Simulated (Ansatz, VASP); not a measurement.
**WC: VASP beside Ansatz**

File INCAR:

```
SYSTEM = WC
ALGO = Normal
EDIFF = 1E-6
ENCUT = 520
GGA = PE
ISIF = 2
ISMEAR = -1
LASPH = .True.
LCHARG = .False.
LREAL = .False.
LWAVE = .False.
NBANDS = 16
NELM = 80
PREC = Accurate
SIGMA = 0.06
```

KPOINTS

```
k-points
0
Gamma
  7 7 6
  0 0 0
```

POSCAR

```
WC
1.0
    2.9065000000      0.0000000000      0.0000000000
   -1.4532500000      2.5171028361      0.0000000000
    0.0000000000      0.0000000000      2.8366000000
W C
1 1
Direct
    0.0000000000      0.0000000000      0.0000000000
    0.6666666667      0.3333333333      0.5000000000
```

The input input.yaml:

```yaml
crystal:
  lattice:
    - [2.9065, 0.0, 0.0]
    - [-1.45325, 2.5171028361, 0.0]
    - [0.0, 0.0, 2.8366]
  atoms:
    - { symbol: W, position: [0.0, 0.0, 0.0] }
    - { symbol: C, position: [0.6666666667, 0.3333333333, 0.5] }
kpoints:
  mp_grid: { grid: [7, 7, 6] }
scf:
  occupations: { method: fermi_dirac, width: 0.06 }
hamiltonian:
  xc: pbe
  pseudopotentials: { kind: all_electron, lapw: { basis_error: 0.003 } }
output:
  forces: true
  stress: true
  eigenvalues: true
```

Alike in both runs: task single point; functional PBE; k mesh 7 × 7 × 6; occupations fermi-dirac, width 0.06 eV; no spin polarisation.

|  | VASP | Ansatz |
| --- | --- | --- |
| version | VASP 6.6.1 | Ansatz 0.2.0 |
| potentials or method | VASP PAW PBE potentials, release 64 (W_sv, C), cutoff 520 eV | all-electron LAPW, scalar-relativistic |

Ansatz gave:

* gap on the k mesh at the Fermi level (eV): none
* pressure (GPa): 6.1
* traceless stress, the component that is largest in VASP (GPa): -0.91

Problem. Which values does VASP return?

Solution. gap on the k mesh at the Fermi level (eV): none; pressure (GPa): 7.1; traceless stress, the component that is largest in VASP (GPa): -0.73.

A gap of «none» marks a metal or a gap that the smearing closes. Ansatz ran all-electron here, and VASP with PAW potentials.

The k mesh is coarse, so the values compare programs but aren't converged. Spin-orbit coupling is off throughout. Noted on Ansatz's run: the k mesh is thin for a metal, which can move the energy by tens of meV per atom.
